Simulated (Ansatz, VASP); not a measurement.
**KF in VASP and in Ansatz**

```
K F
1.0
    -1.12280    2.24560    2.24560
     2.24560   -1.12280    2.24560
     2.24560    2.24560   -1.12280
K F
1 1
Direct
  0.00000 0.00000 0.00000
  0.50000 0.50000 0.50000
```

Alike in both runs: task single point; functional PBE; k mesh 8 × 8 × 8; occupations gaussian, width 0.05 eV; no spin polarisation.

|  | VASP | Ansatz |
| --- | --- | --- |
| version | VASP 6.6.1 | Ansatz 0.2.0 |
| potentials or method | VASP PAW PBE potentials, release 64 (K_sv, F), cutoff 520 eV | scalar-relativistic, plane waves, PAW |
| valence electrons in the cell | 16 | 16 |

|  | VASP | Ansatz | Ansatz less VASP |
| --- | --- | --- | --- |
| gap on the k mesh at the Fermi level (eV) | 5.63 | 5.64 | +0.013 |
| least direct gap on the mesh (eV) | 5.69 | 5.70 | +0.012 |
| pressure (GPa) | -2.6 | -2.6 | +0.05 |

With one functional, cell and mesh, what is left measures potentials, basis and numerics.
